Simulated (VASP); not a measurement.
Cd: single point with PBEsol

Crystal: Cd.

```xyz
1
Lattice="0.0000 2.2181 2.1849 2.2181 0.0000 2.1849 2.2181 2.2181 0.0000" Properties=species:S:1:pos:R:3 pbc="T T T"
Cd    0.0000    0.0000    0.0000
```

```yaml
Program: VASP 6.6.1
Task: single point
Functional: PBEsol
Potentials_or_basis: VASP PAW PBE potentials, release 64 (Cd)
Cutoff: 520 eV
k_mesh: 13 × 13 × 13
Occupations: gaussian, width 0.3 eV
Spin: no spin polarisation
Dipole_correction: no
Further_INCAR_settings: ALGO = Normal; EDIFF = 1e-06; NBANDS = 12
```

- Pressure: -1.1 GPa
- Band gap on the k mesh: zero (bands 6 and 7 overlap by 2.29 eV)

Stress tensor (GPa, compression positive):
```
-1.20  0.00  0.00
 0.00 -1.20  0.00
 0.00  0.00 -0.80
```

Levels at points of the mesh, in eV from the Fermi level:
| k point | band 4 | band 5 | band 6 | band 7 | band 8 | band 9 |
| --- | --- | --- | --- | --- | --- | --- |
| (0.00, 0.00, 0.00) | -8.92 | -8.64 | -8.60 | 13.96 | 15.08 | 15.09 |

Run time: 39 s on 1 thread of Intel Xeon 8259CL (shared host), peak memory 0.17 GiB.

Caveat: so wide a smearing shifts energies and pressures; the PAW data sets were made with another functional, which shifts forces and pressure a little.
